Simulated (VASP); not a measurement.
# MnS (P6_3mc) in VASP: further runs

The runs below take MnS through single point, with PBE-based screened hybrid.

Everything below comes from runs of VASP 6.6.1. Logs are shortened: lines on timing, memory, paths and dates and some standing lists are left out, and cuts for length are marked.

## Step 1: The cell of the first run

It takes space group P6_3mc (No. 186, hexagonal). Conventional cell: a = 3.954 Å, b = 3.954 Å, c = 6.343 Å, α = 90.00°, β = 90.00°, γ = 120.00°. Mn (site symmetry 3m) has 4 S at 2.36 to 2.42 Å within 3.1 Å. S (site symmetry 3m) has 4 Mn at 2.36 to 2.42 Å within 3.1 Å.

## Step 2: Single point, PBE-based screened hybrid, collinear spin, ferromagnetic start

POSCAR reads:

```
MnS
1.0
    3.9535769233      0.0000000000      0.0000000000
   -1.9767884617      3.4238980514      0.0000000000
    0.0000000000      0.0000000000      6.3425288600
Mn S
2 2
Direct
    0.6666666667      0.3333333333      0.4988446700
    0.3333333333      0.6666666667      0.9988446700
    0.3333333333      0.6666666667      0.6261543000
    0.6666666667      0.3333333333      0.1261543000
```

INCAR.step1 reads:

```
PREC = Accurate
ENCUT = 520
EDIFF = 1E-5
ISMEAR = -1
SIGMA = 0.05
LREAL = F
LASPH = T
NELM = 150
ALGO = Normal
ISIF = 2
LWAVE = T
LCHARG = F
ISPIN = 2
MAGMOM = 4 4 0 0
LORBIT = 11
LMAXMIX = 4
GGA = PE
NBANDS = 31
LUSENCCL = F
```

INCAR.step2 reads:

```
PREC = Accurate
ENCUT = 520
EDIFF = 1E-6
ISMEAR = -1
SIGMA = 0.05
LREAL = F
LASPH = T
NELM = 150
ALGO = Normal
ISIF = 2
LWAVE = F
LCHARG = F
ISPIN = 2
MAGMOM = 4 4 0 0
LORBIT = 11
LMAXMIX = 4
GGA = PE
LHFCALC = T
AEXX = 0.25
HFSCREEN = 0.3
PRECFOCK = Normal
ISTART = 1
NBANDS = 31
LUSENCCL = F
```

KPOINTS reads:

```
Automatic mesh
0
Gamma
  4 4 2
```

Potentials or basis: VASP PAW PBE potentials, release 64 (Mn_pv, S).

The run is started by

```console
$ cat potpaw_PBE.64/Mn_pv/POTCAR potpaw_PBE.64/S/POTCAR > POTCAR
$ cp INCAR.step1 INCAR
$ mpirun -np 1 vasp_std > vasp.out
$ cp INCAR.step2 INCAR
$ mpirun -np 1 vasp_std > vasp.out
```

OUTCAR:

```text
PREC = Accurate
   ENCUT = 520
   EDIFF = 1E-6
   ISMEAR = -1
   LREAL = F
   LASPH = T
   NELM = 150
   ISIF = 2
   ISPIN = 2
   LORBIT = 11
   GGA = PE
   LHFCALC = T
   AEXX = 0.25
   HFSCREEN = 0.3
   PRECFOCK = Normal
   ISTART = 1

 ion  position               nearest neighbor table
   1  0.667  0.333  0.499-   4 2.36   3 2.42   3 2.42   3 2.42
   2  0.333  0.667  0.999-   3 2.36   4 2.42   4 2.42   4 2.42
   3  0.333  0.667  0.626-   2 2.36   1 2.42   1 2.42   1 2.42
   4  0.667  0.333  0.126-   1 2.36   2 2.42   2 2.42   2 2.42

  LATTYP: Found a hexagonal cell.
 ALAT       =     3.9535769233
 C/A-ratio  =     1.6042507792

  Lattice vectors:

 A1 = (   3.9535769233,   0.0000000000,   0.0000000000)
 A2 = (  -1.9767884617,   3.4238980514,   0.0000000000)
 A3 = (   0.0000000000,   0.0000000000,   6.3425288600)

Analysis of symmetry for initial positions (statically):
=====================================================================
 Subroutine PRICEL returns:
 Original cell was already a primitive cell.

 Routine SETGRP: Setting up the symmetry group for a
 hexagonal supercell.

 Subroutine GETGRP returns: Found 12 space group operations
 (whereof  6 operations were pure point group operations)
 out of a pool of 24 trial point group operations.

The static configuration has the point symmetry C_3v.
 The point group associated with its full space group is C_6v.

Analysis of symmetry for dynamics (positions and initial velocities):
=====================================================================
 Subroutine PRICEL returns:
 Original cell was already a primitive cell.

 Routine SETGRP: Setting up the symmetry group for a
 hexagonal supercell.

 Subroutine GETGRP returns: Found 12 space group operations
 (whereof  6 operations were pure point group operations)
 out of a pool of 24 trial point group operations.

The dynamic configuration has the point symmetry C_3v.
 The point group associated with its full space group is C_6v.

Analysis of structural, dynamic, and magnetic symmetry:
=====================================================================
 Subroutine PRICEL returns:
 Original cell was already a primitive cell.

 Routine SETGRP: Setting up the symmetry group for a
 hexagonal supercell.

 Subroutine GETGRP returns: Found 12 space group operations
 (whereof  6 operations were pure point group operations)
 out of a pool of 24 trial point group operations.

The overall configuration has the point symmetry C_3v.
 The point group associated with its full space group is C_6v.

 Subroutine INISYM returns: Found 12 space group operations
 (whereof  6 operations are pure point group operations),
 and found     1 'primitive' translations

----------------------------------------------------------------------------------------

                                     Primitive cell

  volume of cell :      85.8566

  direct lattice vectors                    reciprocal lattice vectors
     3.953576923  0.000000000  0.000000000     0.252935511  0.146032385 -0.000000000
    -1.976788462  3.423898051  0.000000000     0.000000000  0.292064771  0.000000000
     0.000000000  0.000000000  6.342528860     0.000000000 -0.000000000  0.157665818

  length of vectors
     3.953576923  3.953576923  6.342528860     0.292064771  0.292064771  0.157665818

  position of ions in fractional coordinates (direct lattice)
     0.666666667  0.333333333  0.498844670
     0.333333333  0.666666667  0.998844670
     0.333333333  0.666666667  0.626154300
     0.666666667  0.333333333  0.126154300

  ion indices of the primitive-cell ions
   primitive index   ion index
                 1           1
                 2           2
                 3           3
                 4           4

[... 30 lines left out ...]
  0.500000  0.000000  0.000000      3.000000
  0.250000  0.250000  0.000000      6.000000
  0.000000  0.000000  0.500000      1.000000
  0.250000  0.000000  0.500000      6.000000
  0.500000  0.000000  0.500000      3.000000
  0.250000  0.250000  0.500000      6.000000
   k-points           NKPTS =      8   k-points in BZ     NKDIM =     32   number of bands    NBANDS=     31
   number of dos      NEDOS =    301   number of ions     NIONS =      4
   total plane-waves  NPLWV =  43200
   dimension x,y,z NGX =    30 NGY =   30 NGZ =   48
   dimension x,y,z NGXF=    60 NGYF=   60 NGZF=   96
   ions per type =               2   2
   NGX,Y,Z   is equivalent  to a cutoff of  12.61, 12.61, 12.58 a.u.
   NGXF,Y,Z  is equivalent  to a cutoff of  25.23, 25.23, 25.16 a.u.
 SYSTEM =  unknown system
   PREC   = accura    normal or accurate (medium, high low for compatibility)
   ISTART =      1    job   : 0-new  1-cont  2-samecut
   ICHARG =      0    charge: 1-file 2-atom 10-const
   ISPIN  =      2    spin polarized calculation?
   LNONCOLLINEAR =      F non collinear calculations
   LSORBIT =      F    spin-orbit coupling
   LASPH  =      T    aspherical Exc in radial PAW
   ENCUT  =  520.0 eV  38.22 Ry    6.18 a.u.   7.35  7.35 11.79*2*pi/ulx,y,z
   NELM   =    150;   NELMIN=  2; NELMDL=  0     # of ELM steps
   EDIFF  = 0.1E-05   stopping-criterion for ELM
   LREAL  =      F    real-space projection
   EDIFFG = 0.1E-04   stopping-criterion for IOM
   NSW    =      0    number of steps for IOM
   IBRION =     -1    ionic relax: 0-MD 1-quasi-New 2-CG
   NFREE  =      0    steps in history (QN), initial steepest desc. (CG)
   ISIF   =      2    stress and relaxation
   ISYM   =      3    0-nonsym 1-usesym 2-fastsym
   POTIM  = 0.5000    time-step for ionic-motion
   TEBEG  =    0.0;   TEEND  =   0.0 temperature during run
   PSTRESS=    0.0 pullay stress
   NELECT =      38.0000    total number of electrons
   NUPDOWN=      -1.0000    fix difference up-down
   EMIN   =  10.00;   EMAX   =-10.00  energy-range for DOS
   EFERMI =   0.00;   METHOD = LEGACY
   ISMEAR =    -1;   SIGMA  =   0.05  broadening in eV -4-tet -1-fermi 0-gaus
   EFERMI_NEDOS =   21; number of points for ismear=-14 and -15
   IALGO  =     38    algorithm
   IMIX   =      1    mixing-type and parameters
     AMIX     =   0.40;   BMIX     =  1.00
     AMIX_MAG =   1.60;   BMIX_MAG =  1.00
  volume/ion in A,a.u.               =      21.46       144.85
  Fermi-wavevector in a.u.,A,eV,Ry     =   1.247608  2.357638 21.177824  1.556526
  Thomas-Fermi vector in A             =   2.381733
   LORBIT       =     11    0 simple, 1 ext, 2 COOP (PROOUT), +10 PAW based schemes
   GGA     = PE    functional components
   LHFCALC =     T    Hartree Fock is set to
   PRECFOCK=normal    Normal, Fast or Accurate (Low or Medium for compatibility)
   ENCUT4O =  -1.0   cutoff for four orbital integrals eV
   NKREDX  =     1    reduce k-point grid by
   NKREDY  =     1    reduce k-point grid by
   NKREDZ  =     1    reduce k-point grid by
   AEXX    =    0.2500 exact exchange contribution
   HFSCREEN=    0.3000 screening length (either q_TF or 0.3 A-1)
   HFSCREENC=   0.3000 screening length for correlation (either q_TF or 0.3 A-1)
   ENCUTFOCK=  -1.0 apply spherical cutoff to Coloumb kernel
   IVDW    =     0    specifies the selected vdW correction
   LEPSILON=     F    determine dielectric tensor
   LRPA    =     F    only Hartree local field effects (RPA)
 spin polarized calculation
  energy-cutoff  :      520.00
  volume of cell :       85.86
 maximum number of plane-waves:      2340
 NGX is ok and might be reduce to    30
  NGX = 24; NGY = 24; NGZ = 36

 number of electron      37.9999985 magnetization      10.0053832

 number of electron      37.9999985 magnetization       9.9967690

 Free energy of the ion-electron system (eV)
  ---------------------------------------------------
  ext. energy  EPLUGINS =         0.00000000
  ---------------------------------------------------
  free energy    TOTEN  =       -39.52910583 eV

  energy without entropy =      -39.52910583  energy(sigma->0) =      -39.52910583

 E-fermi :   5.0335     XC(G=0):  -7.9362

 val. band max:        4.1532320808   @ k =   0.0000   0.0000   0.0000
 cond. band min:       5.9258910017   @ k =   0.5000   0.0000   0.0000
 fundamental gap:      1.7726589210
 Fermi energy:         5.0335132404

 spin component 1

 k-point     1 :       0.0000    0.0000    0.0000
  band No.  band energies     occupation
      1     -50.5339      1.00000
      2     -50.5339      1.00000
      3     -50.5333      1.00000
      4     -50.5333      1.00000
      5     -50.5297      1.00000
      6     -50.5263      1.00000
[... 261 lines left out ...]
     30      11.5223      0.00000
     31      12.8041      0.00000
 Fermi energy:         5.0335132404

 spin component 2

 k-point     1 :       0.0000    0.0000    0.0000
  band No.  band energies     occupation
      1     -43.9448      1.00000
      2     -43.9343      1.00000
      3     -43.9343      1.00000
      4     -43.9343      1.00000
      5     -43.9322      1.00000
      6     -43.9322      1.00000
[... 261 lines left out ...]
     30      12.9467      0.00000
     31      14.1223      0.00000

------------------------ aborting loop because EDIFF is reached ----------------------------------------

  FORCE on cell =-STRESS in cart. coord.  units (eV):
  Direction    XX          YY          ZZ          XY          YZ          ZX
  --------------------------------------------------------------------------------------
  -------------------------------------------------------------------------------------
  Total        2.2083692      2.2083692      3.6578246     -0.0000000      0.0000000      0.0000000
  in kB       41.2105856     41.2105856     68.2590106     -0.0000000      0.0000000      0.0000000
  external PRESSURE =      50.2267273 kB  Pullay stress =       0.0000000 kB

 VOLUME and BASIS-vectors are now :
 -----------------------------------------------------------------------------
  energy-cutoff  :      520.00
  volume of cell :       85.86
      direct lattice vectors                 reciprocal lattice vectors
     3.953576923  0.000000000  0.000000000     0.252935511  0.146032385 -0.000000000
    -1.976788462  3.423898051  0.000000000     0.000000000  0.292064771  0.000000000
     0.000000000  0.000000000  6.342528860     0.000000000 -0.000000000  0.157665818

 POSITION                                       TOTAL-FORCE (eV/Angst)
 -----------------------------------------------------------------------------------
      1.97679      1.14130      3.16394         0.000000     -0.000000      0.335381
     -0.00000      2.28260      6.33520        -0.000000      0.000000      0.335381
     -0.00000      2.28260      3.97140         0.000000     -0.000000     -0.335381
      1.97679      1.14130      0.80014        -0.000000      0.000000     -0.335381
 -----------------------------------------------------------------------------------
    total drift:                               -0.000023      0.000017      0.001859

  FREE ENERGIE OF THE ION-ELECTRON SYSTEM (eV)
  ---------------------------------------------------
  free  energy   TOTEN  =       -39.5291058322 eV

  energy  without entropy=      -39.5291058289  energy(sigma->0) =      -39.52910583

 total charge

# of ion       s       p       d       tot
------------------------------------------
    1        0.267   6.227   4.878  11.373
    2        0.267   6.227   4.878  11.373
    3        1.306   2.517   0.000   3.823
    4        1.306   2.517   0.000   3.823
--------------------------------------------------
tot          3.145  17.489   9.757  30.390

 magnetization (x)

# of ion       s       p       d       tot
------------------------------------------
    1        0.043   0.063   4.411   4.517
    2        0.043   0.063   4.411   4.517
    3        0.008   0.048   0.000   0.056
    4        0.008   0.048   0.000   0.056
--------------------------------------------------
tot          0.103   0.221   8.822   9.146
```

It took 9.6 min on 1 × NVIDIA H100 80GB with 1 thread of AMD EPYC 7R13 (Zen 3), shared host; peak memory 1.2 GiB.

What came out:

| Property | Result |
| --- | --- |
| Free energy | -39.5291 eV |
| Pressure | 5.0 GPa |
| Largest force | 0.335 eV/Å |
| Band gap on the k mesh | 1.77 eV, indirect (least direct gap 2.08 eV) |
| Net moment | 10.00 μB per cell |
| Site moments | Mn +4.52; S +0.06 μB |
| Valence electrons inside the program's atomic spheres | Mn 11.37; S 3.82 |

Forces on the atoms (eV/Å):
```
Mn   0.000  0.000  0.335
Mn   0.000  0.000  0.335
S    0.000  0.000 -0.335
S    0.000  0.000 -0.335
```

Stress tensor (GPa, compression positive):
```
4.12 0.00 0.00
0.00 4.12 0.00
0.00 0.00 6.83
```

Caveat: the k points lie up to 0.50 Å⁻¹ apart; the PAW data sets were made with another functional, which shifts forces and pressure a little; only a ferromagnetic start was run, and an antiferromagnetic order may lie lower in energy. A k mesh can miss the band edges.

## Step 3: Single point, PBE-based screened hybrid, collinear spin, ferromagnetic start

POSCAR is that of step 2.

INCAR.step1, as its differences from that of step 2:

```diff
@@ -16,4 +16,4 @@
 LMAXMIX = 4
+NBANDS = 31
 GGA = PE
-NBANDS = 31
 LUSENCCL = F
```

INCAR.step2, as its differences from that of step 2:

```diff
@@ -2,3 +2,3 @@
 ENCUT = 520
-EDIFF = 1E-6
+EDIFF = 1E-7
 ISMEAR = -1
@@ -19,6 +19,6 @@
 AEXX = 0.25
-HFSCREEN = 0.3
+HFSCREEN = 0.4
 PRECFOCK = Normal
+NBANDS = 31
 ISTART = 1
-NBANDS = 31
 LUSENCCL = F
```

KPOINTS reads:

```
regular mesh
0
Gamma
  4 4 2
```

Potentials or basis: VASP PAW PBE potentials, release 64 (Mn_pv, S).

The run is started by

```console
$ cat potpaw_PBE.64/Mn_pv/POTCAR potpaw_PBE.64/S/POTCAR > POTCAR
$ cp INCAR.step1 INCAR
$ mpirun -np 1 vasp_std > vasp.out
$ cp INCAR.step2 INCAR
$ mpirun -np 1 vasp_std > vasp.out
```

Wall time 15 min (1 × NVIDIA H100 80GB with 1 thread of AMD EPYC 7R13 (Zen 3), shared host); peak memory 1.2 GiB.

The run converged. Its results:

```yaml
Free_energy: -38.2059 eV
Pressure: 5.0 GPa
Largest_force: 0.334 eV/Å
Band_gap_on_the_k_mesh: 1.56 eV, indirect (least direct gap 1.90 eV)
Net_moment: 10.00 μB per cell
Site_moments: Mn +4.51; S +0.06 μB
Valence_electrons_inside_the_program's_atomic_spheres: Mn 11.38; S 3.82
```

Forces in eV/Å, atoms in the order of the input:
```
Mn   0.000  0.000  0.334
Mn   0.000  0.000  0.334
S    0.000  0.000 -0.334
S    0.000  0.000 -0.334
```

Stress tensor (GPa, compression positive):
```
4.15 0.00 0.00
0.00 4.15 0.00
0.00 0.00 6.83
```

Levels at points of the mesh, in eV from the valence-band top:
Spin up:
```
           k point  band 20  band 21  band 22  band 23  band 24  band 25  band 26  band 27  band 28  band 29
(0.00, 0.00, 0.00)    -1.16    -1.16    -0.04     0.00     0.00     1.90     3.50     6.54     6.54     7.08
(0.50, 0.00, 0.00)    -3.78    -3.29    -2.81    -1.66    -1.04     4.10     4.48     4.99     6.98     7.50
(0.00, 0.00, 0.50)    -2.27    -0.60    -0.60    -0.60    -0.60     3.50     3.50     6.63     6.63     6.87
(0.50, 0.00, 0.50)    -4.01    -1.91    -1.91    -1.74    -1.74     3.72     3.72     5.85     5.85     8.58
```
Spin down:
| k point | band 11 | band 12 | band 13 | band 14 | band 15 | band 16 | band 17 | band 18 |
| --- | --- | --- | --- | --- | --- | --- | --- | --- |
| (0.00, 0.00, 0.00) | -3.10 | -3.07 | -3.04 | -3.04 | 2.44 | 2.44 | 2.59 | 2.83 |
| (0.50, 0.00, 0.00) | -4.10 | -3.38 | -3.35 | -3.05 | 1.56 | 1.87 | 2.52 | 2.96 |
| (0.00, 0.00, 0.50) | -3.08 | -3.08 | -3.08 | -3.08 | 2.92 | 2.92 | 2.92 | 2.92 |
| (0.50, 0.00, 0.50) | -3.30 | -3.30 | -3.21 | -3.21 | 2.12 | 2.12 | 2.79 | 2.79 |

Caveat: the k points lie up to 0.50 Å⁻¹ apart; the PAW data sets were made with another functional, which shifts forces and pressure a little; only a ferromagnetic start was run, and an antiferromagnetic order may lie lower in energy. A k mesh can miss the band edges.
